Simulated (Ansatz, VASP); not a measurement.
## Tc, level by level in two programs

```
CELL_PARAMETERS angstrom
2.68407 0.00000 0.00000
-1.34203 2.32447 0.00000
0.00000 0.00000 4.30822
ATOMIC_POSITIONS crystal
Tc 0.66667 0.33333 0.75000
Tc 0.33333 0.66667 0.25000
```

Single points on this cell with VASP 6.6.1 and Ansatz 0.2.0. Each row is one pair of runs. Alike in all rows: spin: off; k mesh: 11 × 11 × 6; smearing: fermi-dirac, width 0.05 eV; Ansatz's potentials, cutoff: Ansatz PAW earlier set, 500 eV.

```tsv
level	VASP's potentials, cutoff	gap on the k mesh at the Fermi level (eV), VASP	gap on the k mesh at the Fermi level (eV), Ansatz	pressure (GPa), VASP	pressure (GPa), Ansatz
PBEsol	VASP PAW PBE potentials, release 64 (Tc_pv), 520 eV	none	none	13.9	14.6
LDA	VASP PAW LDA potentials, release 64 (Tc_pv), 520 eV	none	none	8.8	8.7
r2SCAN	VASP PAW PBE potentials, release 64 (Tc_pv), 520 eV	none	none	20.7	19.8
```

Pressure (GPa): the two programs differ by at most 0.84.

VASP's potentials hold 26 valence electrons a cell and Ansatz's 30, so a difference there can come from the potentials and not from the codes.

A gap of «none» marks a metal or a gap that the smearing closes.
